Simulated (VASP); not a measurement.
# NbAs (I4_1md) in VASP: further runs

Aim: see how the results for NbAs move with the level of theory and the settings. Levels: PBEsol, PBEsol+D4, BLYP+D4. Tasks: relaxation of cell and atoms, single point.

Program: VASP 6.6.1. These are calculated values, not measurements. Logs are shortened: lines on timing, memory, paths and dates and some standing lists are left out, and cuts for length are marked.

### Step 1. The cell of the first run

Symmetry: I4_1md, No. 109, tetragonal system. Conventional cell: a = 3.452 Å, b = 3.452 Å, c = 11.680 Å, α = 90.00°, β = 90.00°, γ = 90.00°. Nb (site symmetry 2mm) has 6 As at 2.60 to 2.63 Å and 8 Nb at 3.39 to 3.45 Å within 3.5 Å. As (site symmetry 2mm) has 6 Nb at 2.60 to 2.63 Å and 8 As at 3.39 to 3.45 Å within 3.5 Å.

### Step 2. Relaxation of cell and atoms, PBEsol

File INCAR:

```
SYSTEM = NbAs
  PREC = Accurate
  ENCUT = 600
  EDIFF = 1E-6
  ISMEAR = -1
  SIGMA = 0.05
  LREAL = .False.
  LASPH = .True.
  NELM = 100
  ALGO = Normal
  ISIF = 3
  LWAVE = .False.
  LCHARG = .False.
  GGA = PS
  IBRION = 2
  NSW = 60
  EDIFFG = -0.01
```

File KPOINTS:

```
Automatic mesh
0
Gamma
  11 11 11
  0 0 0
```

File POSCAR:

```
NbAs
1.0
   -1.7258500000      1.7258500000      5.8400000000
    1.7258500000     -1.7258500000      5.8400000000
    1.7258500000      1.7258500000     -5.8400000000
Nb As
2 2
Direct
    0.5000000000      0.0000000000      0.5000000000
    0.7500000000      0.7500000000      0.0000000000
    0.9160000000      0.4160000000      0.5000000000
    0.1660000000      0.1660000000      0.0000000000
```

Potentials or basis: VASP PAW PBE potentials, release 64 (Nb_sv, As).

The run is started by

```
$ cat potpaw_PBE.64/Nb_sv/POTCAR potpaw_PBE.64/As/POTCAR > POTCAR
$ mpirun -np 1 vasp_std > vasp.out
```

OUTCAR:

```text
SYSTEM = NbAs
   PREC = Accurate
   ENCUT = 600
   EDIFF = 1E-6
   ISMEAR = -1
   LREAL = .False.
   LASPH = .True.
   NELM = 100
   ISIF = 3
   GGA = PS
   IBRION = 2
   NSW = 60
   EDIFFG = -0.01

 ion  position               nearest neighbor table
   1  0.500  0.000  0.500-   4 2.60   4 2.60   3 2.63   3 2.63   3 2.63   3 2.63
   2  0.750  0.750  0.000-   3 2.60   3 2.60   4 2.63   4 2.63   4 2.63   4 2.63
   3  0.916  0.416  0.500-   2 2.60   2 2.60   1 2.63   1 2.63   1 2.63   1 2.63
   4  0.166  0.166  0.000-   1 2.60   1 2.60   2 2.63   2 2.63   2 2.63   2 2.63

  LATTYP: Found a body centered tetragonal cell.
 ALAT       =     3.4517000000
 C/A-ratio  =     3.3838398470

  Lattice vectors:

 A1 = (  -1.7258500000,   1.7258500000,   5.8400000000)
 A2 = (   1.7258500000,  -1.7258500000,   5.8400000000)
 A3 = (   1.7258500000,   1.7258500000,  -5.8400000000)

Analysis of symmetry for initial positions (statically):
=====================================================================
 Subroutine PRICEL returns:
 Original cell was already a primitive cell.

 Routine SETGRP: Setting up the symmetry group for a
 body centered tetragonal supercell.

 Subroutine GETGRP returns: Found  8 space group operations
 (whereof  4 operations were pure point group operations)
 out of a pool of 16 trial point group operations.

The static configuration has the point symmetry C_2v.
 The point group associated with its full space group is C_4v.

Analysis of symmetry for dynamics (positions and initial velocities):
=====================================================================
 Subroutine PRICEL returns:
 Original cell was already a primitive cell.

 Routine SETGRP: Setting up the symmetry group for a
 body centered tetragonal supercell.

 Subroutine GETGRP returns: Found  8 space group operations
 (whereof  4 operations were pure point group operations)
 out of a pool of 16 trial point group operations.

The dynamic configuration has the point symmetry C_2v.
 The point group associated with its full space group is C_4v.

 Subroutine INISYM returns: Found  8 space group operations
 (whereof  4 operations are pure point group operations),
 and found     1 'primitive' translations

----------------------------------------------------------------------------------------

                                     Primitive cell

  volume of cell :      69.5791
[... 94 lines left out ...]
   LREAL  =      F    real-space projection
   EDIFFG = -.1E-01   stopping-criterion for IOM
   NSW    =     60    number of steps for IOM
   IBRION =      2    ionic relax: 0-MD 1-quasi-New 2-CG
   NFREE  =      1    steps in history (QN), initial steepest desc. (CG)
   ISIF   =      3    stress and relaxation
   ISYM   =      2    0-nonsym 1-usesym 2-fastsym
   POTIM  = 0.5000    time-step for ionic-motion
   TEBEG  =    0.0;   TEEND  =   0.0 temperature during run
   PSTRESS=    0.0 pullay stress
   NELECT =      36.0000    total number of electrons
   NUPDOWN=      -1.0000    fix difference up-down
   EMIN   =  10.00;   EMAX   =-10.00  energy-range for DOS
   EFERMI =   0.00;   METHOD = LEGACY
   ISMEAR =    -1;   SIGMA  =   0.05  broadening in eV -4-tet -1-fermi 0-gaus
   EFERMI_NEDOS =   21; number of points for ismear=-14 and -15
   IALGO  =     38    algorithm
   IMIX   =      4    mixing-type and parameters
     AMIX     =   0.40;   BMIX     =  1.00
     AMIX_MAG =   1.60;   BMIX_MAG =  1.00
  volume/ion in A,a.u.               =      17.39       117.39
  Fermi-wavevector in a.u.,A,eV,Ry     =   1.314264  2.483599 23.501213  1.727290
  Thomas-Fermi vector in A             =   2.444529
   LORBIT       =      0    0 simple, 1 ext, 2 COOP (PROOUT), +10 PAW based schemes
   GGA     = PS    functional components
   LHFCALC =     F    Hartree Fock is set to
   AEXX    =    0.0000 exact exchange contribution
   IVDW    =     0    specifies the selected vdW correction
   LEPSILON=     F    determine dielectric tensor
   LRPA    =     F    only Hartree local field effects (RPA)
 conjugate gradient relaxation of ions
 non-spin polarized calculation
  energy-cutoff  :      600.00
  volume of cell :       69.58
 maximum number of plane-waves:      2341
 NGX is ok and might be reduce to    54
   NGX = 25   NGY = 25   NGZ = 25

--------------------------------------- Ionic step        1  -------------------------------------------

 number of electron      36.0000000 magnetization

 Free energy of the ion-electron system (eV)
  ---------------------------------------------------
  ext. energy  EPLUGINS =         0.00000000
  ---------------------------------------------------
  free energy    TOTEN  =       -35.10984511 eV

  energy without entropy =      -35.10369479  energy(sigma->0) =      -35.10676995

------------------------ aborting loop because EDIFF is reached ----------------------------------------

  FORCE on cell =-STRESS in cart. coord.  units (eV):
  Direction    XX          YY          ZZ          XY          YZ          ZX
  --------------------------------------------------------------------------------------
  -------------------------------------------------------------------------------------
  Total       -1.0880709     -1.0880709     -0.6638315      0.0000000      0.0000000      0.0000000
  in kB      -25.0546790    -25.0546790    -15.2858475      0.0000000      0.0000000      0.0000000
  external PRESSURE =     -21.7984018 kB  Pullay stress =       0.0000000 kB
[... 291 lines left out ...]
--------------------------------------- Ionic step        9  -------------------------------------------

 number of electron      36.0000000 magnetization

 Free energy of the ion-electron system (eV)
  ---------------------------------------------------
  ext. energy  EPLUGINS =         0.00000000
  ---------------------------------------------------
  free energy    TOTEN  =       -35.12428218 eV

  energy without entropy =      -35.11841508  energy(sigma->0) =      -35.12134863

 E-fermi :   9.6758     XC(G=0): -12.0298

 val. band max:        9.6519330954   @ k =  -0.0909   0.4545   0.0909
 cond. band min:       9.7160039087   @ k =  -0.1818   0.2727   0.1818
 fundamental gap:      0.0640708133
 Fermi energy:         9.6758128788

 k-point     1 :       0.0000    0.0000    0.0000
  band No.  band energies     occupation
      1     -45.3091      2.00000
      2     -45.2777      2.00000
      3     -21.5683      2.00000
      4     -21.4522      2.00000
      5     -21.4522      2.00000
      6     -21.2954      2.00000
[... 589 lines left out ...]
     21      11.7901      0.00000
     22      12.3651      0.00000

 [... further k-points ...]
[... 5 lines left out ...]
  --------------------------------------------------------------------------------------
  -------------------------------------------------------------------------------------
  Total       -0.0032142     -0.0032142     -0.0006226      0.0000000      0.0000000      0.0000000
  in kB       -0.0750197     -0.0750197     -0.0145316      0.0000000      0.0000000      0.0000000
  external PRESSURE =      -0.0548570 kB  Pullay stress =       0.0000000 kB
[... 19 lines left out ...]
  FREE ENERGIE OF THE ION-ELECTRON SYSTEM (eV)
  ---------------------------------------------------
  free  energy   TOTEN  =       -35.1242821753 eV

  energy  without entropy=      -35.1184150796  energy(sigma->0) =      -35.12134863

 reached required accuracy - stopping structural energy minimisation
```

OSZICAR:

```text
N       E                     dE             d eps       ncg     rms          rms(c)
DAV:   1     0.397943904667E+03    0.39794E+03   -0.20668E+04  5544   0.179E+03
DAV:   2    -0.901121618298E+00   -0.39885E+03   -0.39188E+03  6700   0.627E+02
[... 76 lines left out ...]
DAV:   1    -0.351244724512E+02   -0.22507E-03   -0.78588E-03  7158   0.105E+00    0.103E-01
DAV:   2    -0.351243155798E+02    0.15687E-03   -0.83046E-04  7990   0.291E-01    0.404E-02
DAV:   3    -0.351242778584E+02    0.37721E-04   -0.96862E-05  8956   0.921E-02    0.160E-02
DAV:   4    -0.351242783512E+02   -0.49284E-06   -0.42337E-05  9570   0.324E-02    0.743E-03
DAV:   5    -0.351242794478E+02   -0.10966E-05   -0.29967E-06  5676   0.138E-02    0.697E-03
DAV:   6    -0.351242824511E+02   -0.30034E-05   -0.27044E-06  4630   0.132E-02    0.247E-03
DAV:   7    -0.351242821753E+02    0.27590E-06   -0.82987E-07  3300   0.899E-03
   9 F= -.35124282E+02 E0= -.35121349E+02  d E =-.211225E-04
```

Wall time 36 min (1 thread of AMD EPYC 9R45 (Zen 5), shared host); peak memory 0.54 GiB.

Results:

```
Free energy                           : -35.1243 eV
Relaxed volume                        : 17.16 Å³/atom
Relaxed cell                          : a = 6.287 Å, b = 6.287 Å, c = 6.287 Å, α = 148.24°, β = 148.24°, γ = 45.54°
Space group after relaxing (to 0.1 Å) : I4_1md (No. 109)
Energy gained by relaxing             : 3.6 meV/atom
Ionic steps                           : 9
Pressure after relaxing               : 0.0 GPa
Largest force after relaxing          : 0.003 eV/Å
Band gap on the k mesh                : 0.06 eV (least direct gap 0.09 eV)
```

Forces on the atoms (eV/Å):
```
Nb   0.000  0.000  0.003
Nb   0.000  0.000  0.003
As   0.000  0.000 -0.003
As   0.000  0.000 -0.003
```

The path:
```tsv
step	energy change (eV)	largest force (eV/Å)	pressure (GPa)	volume (Å³)
1	0.0000	0.2899	-2.18	69.58
2	0.0064	0.0402	4.15	67.22
3	-0.0114	0.1495	0.51	68.51
4	-0.0138	0.0229	-0.17	68.75
5	-0.0138	0.0030	-0.14	68.72
6	-0.0144	0.0063	0.05	68.64
7	-0.0144	0.0075	0.11	68.60
8	-0.0144	0.0021	-0.15	68.70
9	-0.0144	0.0033	-0.01	68.65
```

Final structure:
```
Nb As
1.0
    -1.72053    1.72053    5.79728
     1.72053   -1.72053    5.79728
     1.72053    1.72053   -5.79728
Nb As
2 2
Cartesian
  1.7205 0.0000 5.7823
  0.0000 0.0000 8.6810
  0.0000 1.7205 4.8383
  0.0000 0.0000 1.9397
```

Caveat: the PAW data sets were made with another functional, which shifts forces and pressure a little; an odd mesh through Γ misses points on the zone boundary, where band edges can lie.

### Step 3. Relaxation of cell and atoms, PBEsol+D4

File INCAR:

```
SYSTEM = NbAs
PREC = Accurate
ENCUT = 600
EDIFF = 1E-6
ISMEAR = -1
SIGMA = 0.05
LREAL = .False.
LASPH = .True.
NELM = 80
ALGO = Normal
ISIF = 3
LWAVE = .False.
LCHARG = .False.
GGA = PS
IVDW = 13
IBRION = 2
NSW = 60
EDIFFG = -0.01
```

KPOINTS is that of step 2.

POSCAR is that of step 2.

Potentials or basis: VASP PAW PBE potentials, release 64 (Nb_sv, As).

The run is started by

```
$ cat potpaw_PBE.64/Nb_sv/POTCAR potpaw_PBE.64/As/POTCAR > POTCAR
$ mpirun -np 1 vasp_std > vasp.out
```

Wall time 30 min (1 thread of Intel Xeon 6975P-C (Granite Rapids), shared host); peak memory 0.58 GiB.

Results (log left out):

```yaml
Free_energy: -36.1563 eV
Relaxed_volume: 16.94 Å³/atom
Relaxed_cell: a = 6.252 Å, b = 6.252 Å, c = 6.252 Å, α = 148.16°, β = 148.16°, γ = 45.64°
Space_group_after_relaxing_to_0.1_Å: I4_1md (No. 109)
Energy_gained_by_relaxing: 8.4 meV/atom
Ionic_steps: 10
Pressure_after_relaxing: 0.0 GPa
Largest_force_after_relaxing: 0.003 eV/Å
Band_gap_on_the_k_mesh: 0.06 eV (least direct gap 0.09 eV)
Dispersion_energy_per_atom: -0.260 eV
```

Forces on the atoms (eV/Å):
```
Nb   0.000  0.000 -0.003
Nb   0.000  0.000 -0.003
As   0.000  0.000  0.003
As   0.000  0.000  0.003
```

Step by step:
| step | energy change (eV) | largest force (eV/Å) | pressure (GPa) | volume (Å³) |
| --- | --- | --- | --- | --- |
| 1 | 0.0000 | 0.2899 | -4.38 | 69.58 |
| 2 | 0.0506 | 0.0288 | 9.12 | 64.90 |
| 3 | -0.0291 | 0.1862 | 0.26 | 67.76 |
| 4 | -0.0291 | 0.1840 | 0.35 | 67.73 |
| 5 | -0.0327 | 0.0012 | 0.04 | 67.82 |
| 6 | -0.0327 | 0.0171 | 0.00 | 67.83 |
| 7 | -0.0336 | 0.0011 | -0.17 | 67.84 |
| 8 | -0.0336 | 0.0032 | -0.19 | 67.85 |
| 9 | -0.0335 | 0.0036 | 0.29 | 67.66 |
| 10 | -0.0336 | 0.0031 | -0.01 | 67.77 |

Final structure:
```
Nb As
1.0
    -1.71470    1.71470    5.76246
     1.71470   -1.71470    5.76246
     1.71470    1.71470   -5.76246
Nb As
2 2
Direct
  0.49863 0.99863 0.50000
  0.74863 0.74863 0.00000
  0.91737 0.41737 0.50000
  0.16737 0.16737 0.00000
```

Levels at points of the mesh, in eV from the valence-band top:
| k point | band 14 | band 15 | band 16 | band 17 | band 18 | band 19 | band 20 | band 21 | band 22 |
| --- | --- | --- | --- | --- | --- | --- | --- | --- | --- |
| (0.00, 0.00, 0.00) | -2.22 | -2.10 | -1.69 | -1.36 | -1.36 | 0.73 | 1.35 | 2.60 | 3.11 |

Caveat: the PAW data sets were made with another functional, which shifts forces and pressure a little; an odd mesh through Γ misses points on the zone boundary, where band edges can lie.

### Step 4. Single point, BLYP+D4

This run uses another cell than the first one, of 17.80 Å³/atom.

File INCAR:

```
SYSTEM = NbAs
PREC = Accurate
ENCUT = 520
EDIFF = 1E-7
ISMEAR = -1
SIGMA = 0.05
LREAL = .FALSE.
LASPH = .TRUE.
NELM = 100
ALGO = Normal
ISIF = 2
LWAVE = .FALSE.
LCHARG = .TRUE.
GGA = B5
ALDAX = 1.0
AGGAX = 1.0
AGGAC = 1.0
ALDAC = 0.0
IVDW = 13
VDW_S6 = 1.0
VDW_S8 = 2.34076671
VDW_A1 = 0.44488865
VDW_A2 = 4.0933009
LELF = .TRUE.
LVHAR = .TRUE.
NBANDS = 26
```

File KPOINTS:

```
Automatic mesh
0
G
  11 11 11
  0 0 0
```

File POSCAR:

```
NbAs
1.0
   -1.7366873965      1.7366873965      5.9001947743
    1.7366873965     -1.7366873965      5.9001947743
    1.7366873965      1.7366873965     -5.9001947743
Nb As
2 2
Direct
    0.4990561455     -0.0009438545      0.5000000000
    0.7490561455      0.7490561455      0.0000000000
    0.9169438545      0.4169438545      0.5000000000
    0.1669438545      0.1669438545      0.0000000000
```

The run is started by

```
$ cat potpaw_PBE.64/Nb_sv/POTCAR potpaw_PBE.64/As/POTCAR > POTCAR
$ mpirun -np 1 vasp_std > vasp.out
```

Wall time 20 min (1 thread of Intel Xeon 8259CL, shared host); peak memory 0.46 GiB.

Results (log left out):

| Item | Value |
| --- | --- |
| Free energy | -31.1813 eV |
| Pressure | 0.4 GPa |
| Largest force | 0.008 eV/Å |
| Band gap on the k mesh | zero (bands 18 and 19 overlap by 0.01 eV) |
| Dispersion energy per atom | -0.815 eV |

Forces in eV/Å, atoms in the order of the input:
```
Nb   0.000  0.000 -0.008
Nb   0.000  0.000 -0.008
As   0.000  0.000  0.008
As   0.000  0.000  0.008
```

Stress tensor (GPa, compression positive):
```
0.49 0.00 0.00
0.00 0.49 0.00
0.00 0.00 0.33
```

Levels at points of the mesh, in eV from the Fermi level:
| k point | band 14 | band 15 | band 16 | band 17 | band 18 | band 19 | band 20 | band 21 | band 22 | band 23 |
| --- | --- | --- | --- | --- | --- | --- | --- | --- | --- | --- |
| (0.00, 0.00, 0.00) | -2.16 | -1.89 | -1.60 | -1.35 | -1.35 | 0.67 | 1.20 | 2.33 | 2.87 | 2.87 |

Caveat: the PAW data sets were made with another functional, which shifts forces and pressure a little.

### Step 5. Summary

| task | level | cell | cutoff (eV) | gap on the mesh (eV) | pressure (GPa) | relaxed volume (Å³/atom) |
| --- | --- | --- | --- | --- | --- | --- |
| relaxation of cell and atoms | PBEsol | relaxed from a = 6.330 Å, angles 148.4, 148.4, 45.4°, 4 atoms, atomic positions A | 600 | 0.06 | 0.0 | 17.16 |
| relaxation of cell and atoms | PBEsol+D4 | relaxed from a = 6.330 Å, angles 148.4, 148.4, 45.4°, 4 atoms, atomic positions A | 600 | 0.06 | 0.0 | 16.94 |
| single point | BLYP+D4 | a = 6.391 Å, angles 148.5, 148.5, 45.2°, 4 atoms, atomic positions B | 520 | none | 0.4 | - |

Alike in all rows: potentials or basis VASP PAW PBE potentials, release 64 (Nb_sv, As); no spin polarisation; k mesh 11 × 11 × 11; smearing fermi-dirac 0.05 eV.

Caveats: the PAW data sets were made with another functional, which shifts forces and pressure a little; an odd mesh through Γ misses points on the zone boundary, where band edges can lie (at least some runs).

Total energies depend on the potentials used, so only differences within one code and one set of settings carry meaning.
